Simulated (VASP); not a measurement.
# P (Imma) in VASP: notebook

P is run at these levels: r2SCAN; tasks: single point.

All numbers are computed with VASP 6.6.1; they aren't measurements. Logs are shortened: lines on timing, memory, paths and dates and some standing lists are left out, and cuts for length are marked.

## Step 1: The cell of the first run

The structure is orthorhombic, space group Imma (No. 74). Conventional cell: a = 3.248 Å, b = 4.829 Å, c = 3.420 Å, α = 90.00°, β = 90.00°, γ = 90.00°. P (site symmetry mm2) has 6 P at 2.11 to 2.63 Å within 2.8 Å.

## Step 2: Single point, r2SCAN (strain -0.040 along x and y, -0.080 along z)

The input, POSCAR:

```
P
1.0
   -1.6238496414      2.4145584358      1.7102286049
    1.6238496414     -2.4145584358      1.7102286049
    1.6238496414      2.4145584358     -1.7102286049
P
2
Direct
    0.8033091100      0.0533091100      0.7500000000
    0.1966908900      0.9466908900      0.2500000000
```

The input, INCAR.step1:

```
SYSTEM = P
  PREC = Accurate
  ENCUT = 520
  ISMEAR = 0
  SIGMA = 0.15
  LREAL = .FALSE.
  LASPH = .TRUE.
  NELM = 100
  NBANDS = 12
  GGA = PE
  ALGO = Normal
  EDIFF = 1E-4
  LWAVE = .TRUE.
  LCHARG = .FALSE.
```

The input, INCAR.step2:

```
SYSTEM = P
  PREC = Accurate
  ENCUT = 520
  EDIFF = 1E-7
  ISMEAR = 0
  SIGMA = 0.15
  LREAL = .FALSE.
  LASPH = .TRUE.
  NELM = 100
  ALGO = Normal
  ISIF = 2
  LWAVE = .FALSE.
  LCHARG = .FALSE.
  METAGGA = R2SCAN
  LMIXTAU = .TRUE.
  NBANDS = 12
  ISTART = 1
```

The input, KPOINTS:

```
Automatic mesh
0
G
  18 18 18
  0 0 0
```

Potentials or basis: VASP PAW PBE potentials, release 64 (P).

The run is started by

```console
cat potpaw_PBE.64/P/POTCAR > POTCAR
cp INCAR.step1 INCAR
mpirun -np 1 vasp_std > vasp.out
cp INCAR.step2 INCAR
mpirun -np 1 vasp_std > vasp.out
```

OUTCAR:

```text
SYSTEM = P
   PREC = Accurate
   ENCUT = 520
   EDIFF = 1E-7
   ISMEAR = 0
   LREAL = .FALSE.
   LASPH = .TRUE.
   NELM = 100
   ISIF = 2
   METAGGA = R2SCAN
   ISTART = 1

 ion  position               nearest neighbor table
   1  0.803  0.053  0.750-   2 2.11   2 2.11   2 2.44   2 2.44   2 2.63   2 2.63
   2  0.197  0.947  0.250-   1 2.11   1 2.11   1 2.44   1 2.44   1 2.63   1 2.63

  LATTYP: Found a body centered orthorhombic cell.
 ALAT       =     3.2476992828
 B/A-ratio  =     1.0531939419
 C/A-ratio  =     1.4869347347

  Lattice vectors:

 A1 = (   1.6238496414,  -2.4145584358,  -1.7102286049)
 A2 = (  -1.6238496414,  -2.4145584358,   1.7102286049)
 A3 = (  -1.6238496414,   2.4145584358,  -1.7102286049)

Analysis of symmetry for initial positions (statically):
=====================================================================
 Subroutine PRICEL returns:
 Original cell was already a primitive cell.

 Routine SETGRP: Setting up the symmetry group for a
 body centered orthorhombic supercell.

 Subroutine GETGRP returns: Found  8 space group operations
 (whereof  4 operations were pure point group operations)
 out of a pool of  8 trial point group operations.

The static configuration has the point symmetry C_2h.
 The point group associated with its full space group is D_2h.

Analysis of symmetry for dynamics (positions and initial velocities):
=====================================================================
 Subroutine PRICEL returns:
 Original cell was already a primitive cell.

 Routine SETGRP: Setting up the symmetry group for a
 body centered orthorhombic supercell.

 Subroutine GETGRP returns: Found  8 space group operations
 (whereof  4 operations were pure point group operations)
 out of a pool of  8 trial point group operations.

The dynamic configuration has the point symmetry C_2h.
 The point group associated with its full space group is D_2h.

 Subroutine INISYM returns: Found  8 space group operations
 (whereof  4 operations are pure point group operations),
 and found     1 'primitive' translations

----------------------------------------------------------------------------------------

                                     Primitive cell

  volume of cell :      26.8224

  direct lattice vectors                    reciprocal lattice vectors
    -1.623849641  2.414558436  1.710228605     0.000000000  0.207077200  0.292358576
[... 96 lines left out ...]
   PSTRESS=    0.0 pullay stress
   NELECT =      10.0000    total number of electrons
   NUPDOWN=      -1.0000    fix difference up-down
   EMIN   =  10.00;   EMAX   =-10.00  energy-range for DOS
   EFERMI =   0.00;   METHOD = LEGACY
   ISMEAR =     0;   SIGMA  =   0.15  broadening in eV -4-tet -1-fermi 0-gaus
   EFERMI_NEDOS =   21; number of points for ismear=-14 and -15
   IALGO  =     38    algorithm
   IMIX   =      4    mixing-type and parameters
     AMIX     =   0.40;   BMIX     =  1.00
     AMIX_MAG =   1.60;   BMIX_MAG =  1.00
  volume/ion in A,a.u.               =      13.41        90.50
  Fermi-wavevector in a.u.,A,eV,Ry     =   1.178263  2.226594 18.889021  1.388304
  Thomas-Fermi vector in A             =   2.314595
   LORBIT       =      0    0 simple, 1 ext, 2 COOP (PROOUT), +10 PAW based schemes
   METAGGA = R2SCAN    functional components
   LHFCALC =     F    Hartree Fock is set to
   AEXX    =    0.0000 exact exchange contribution
   IVDW    =     0    specifies the selected vdW correction
   LEPSILON=     F    determine dielectric tensor
   LRPA    =     F    only Hartree local field effects (RPA)
 non-spin polarized calculation
 Gauss-broadening in eV      SIGMA  =   0.15
  energy-cutoff  :      520.00
  volume of cell :       26.82
 maximum number of plane-waves:       738
 NGX is ok and might be reduce to    28
   NGX = 13   NGY = 13   NGZ = 13

 number of electron      10.0000000 magnetization

 Free energy of the ion-electron system (eV)
  ---------------------------------------------------
  ext. energy  EPLUGINS =         0.00000000
  ---------------------------------------------------
  free energy    TOTEN  =       -17.40737721 eV

  energy without entropy =      -17.40320439  energy(sigma->0) =      -17.40529080

 E-fermi :  11.3460     XC(G=0): -12.2025

 val. band max:       11.3339150968   @ k =   0.0556   0.4444   0.0556
 cond. band min:      11.3506395971   @ k =   0.0556   0.0556   0.0000
 fundamental gap:      0.0167245003
 Fermi energy:        11.3460287705

 k-point     1 :       0.0000    0.0000    0.0000
  band No.  band energies     occupation
      1      -7.6456      2.00000
      2       7.5689      2.00000
      3       7.8491      2.00000
      4       9.0465      2.00000
      5      10.1299      2.00000
      6      12.9617      0.00000
      7      13.7946      0.00000
      8      16.0453      0.00000
      9      17.0249      0.00000
     10      18.0628      0.00000
     11      18.2779      0.00000
     12      19.1649      0.00000
[... 331 lines left out ...]
 k-point    24 :      -0.2778    0.0556   -0.0000
  band No.  band energies     occupation
      1      -6.5866      2.00000
      2       2.9618      2.00000
      3       6.8042      2.00000
      4       8.8716      2.00000
      5      10.7056      2.00000
      6      13.0954      0.00000
      7      13.3784      0.00000
      8      14.6371      0.00000
      9      17.3088      0.00000
     10      18.5222      0.00000
     11      19.5644      0.00000
     12      23.5765      0.00000

 [... further k-points ...]

------------------------ aborting loop because EDIFF is reached ----------------------------------------

  FORCE on cell =-STRESS in cart. coord.  units (eV):
  Direction    XX          YY          ZZ          XY          YZ          ZX
  --------------------------------------------------------------------------------------
  -------------------------------------------------------------------------------------
  Total        5.0976961      2.0830983      4.6033609      0.0000000      0.0000000      0.0000000
  in kB      304.4996738    124.4292990    274.9716484      0.0000000      0.0000000      0.0000000
  external PRESSURE =     234.6335404 kB  Pullay stress =       0.0000000 kB

 VOLUME and BASIS-vectors are now :
 -----------------------------------------------------------------------------
  energy-cutoff  :      520.00
  volume of cell :       26.82
      direct lattice vectors                 reciprocal lattice vectors
    -1.623849641  2.414558436  1.710228605     0.000000000  0.207077200  0.292358576
     1.623849641 -2.414558436  1.710228605     0.307910281  0.000000000  0.292358576
     1.623849641  2.414558436 -1.710228605     0.307910281  0.207077200  0.000000000

 POSITION                                       TOTAL-FORCE (eV/Angst)
 -----------------------------------------------------------------------------------
      0.00000      3.62184      0.18234         0.000000     -0.000000     -1.736693
      1.62385     -1.20728      1.52789        -0.000000      0.000000      1.736693
 -----------------------------------------------------------------------------------
    total drift:                                0.000000     -0.000000     -0.000000

  FREE ENERGIE OF THE ION-ELECTRON SYSTEM (eV)
  ---------------------------------------------------
  free  energy   TOTEN  =       -17.4073772059 eV

  energy  without entropy=      -17.4032043942  energy(sigma->0) =      -17.40529080
```

OSZICAR.step1:

```text
N       E                     dE             d eps       ncg     rms          rms(c)
DAV:   1     0.187393732981E+02    0.18739E+02   -0.45899E+03 20776   0.731E+02
DAV:   2    -0.935616491569E+01   -0.28096E+02   -0.26855E+02 27120   0.116E+02
DAV:   3    -0.103084164386E+02   -0.95225E+00   -0.94302E+00 26900   0.195E+01
DAV:   4    -0.103136034481E+02   -0.51870E-02   -0.51838E-02 24412   0.169E+00
DAV:   5    -0.103136368402E+02   -0.33392E-04   -0.33390E-04 27128   0.128E-01    0.904E+00
DAV:   6    -0.102641235984E+02    0.49513E-01   -0.30225E-02 24184   0.100E+00    0.537E+00
DAV:   7    -0.102458042712E+02    0.18319E-01   -0.45986E-02 24984   0.130E+00    0.262E-01
DAV:   8    -0.102454298979E+02    0.37437E-03   -0.62538E-03 23504   0.540E-01    0.144E-01
DAV:   9    -0.102454562471E+02   -0.26349E-04   -0.24117E-04 23824   0.108E-01
   1 F= -.10245456E+02 E0= -.10243251E+02  d E =-.441146E-02
```

Run time: 22 min. Hardware: 1 thread of Oxide Virtual Turin-like, shared host; peak memory 0.29 GiB.

What came out:

* Free energy: -17.4074 eV
* Pressure: 23.5 GPa
* Largest force: 1.737 eV/Å
* Band gap on the k mesh: zero (bands 5 and 6 overlap by 2.02 eV)

Forces on the atoms (eV/Å):
```
P    0.000  0.000 -1.737
P    0.000  0.000  1.737
```

Levels at points of the mesh, in eV from the Fermi level:
```
           k point  band 2  band 3  band 4  band 5  band 6  band 7  band 8  band 9
(0.00, 0.00, 0.00)   -3.78   -3.50   -2.30   -1.22    1.62    2.45    4.70    5.68
(0.50, 0.00, 0.00)  -12.82   -4.12   -2.37   -2.04    0.44    1.04    2.65   10.63
(0.00, 0.50, 0.00)  -11.67   -7.26   -6.83   -6.21   -0.35    8.65    9.58    9.73
(0.50, 0.50, 0.00)  -14.18   -3.87   -3.87   -0.34   -0.34    1.06    1.06   11.60
(0.50, 0.50, 0.50)  -10.34   -7.70   -6.51   -6.16   -0.62    8.77    9.63   10.54
```

Caveat: the cell differs from its parent crystal (strain -0.040 along x and y, -0.080 along z); the stress differs along the axes, from 12 to 30 GPa; the PAW data sets were made with another functional, which shifts forces and pressure a little.

[end of part 1 of 2]

The gap in the log of VASP goes by the Fermi energy; the results here count the filled bands.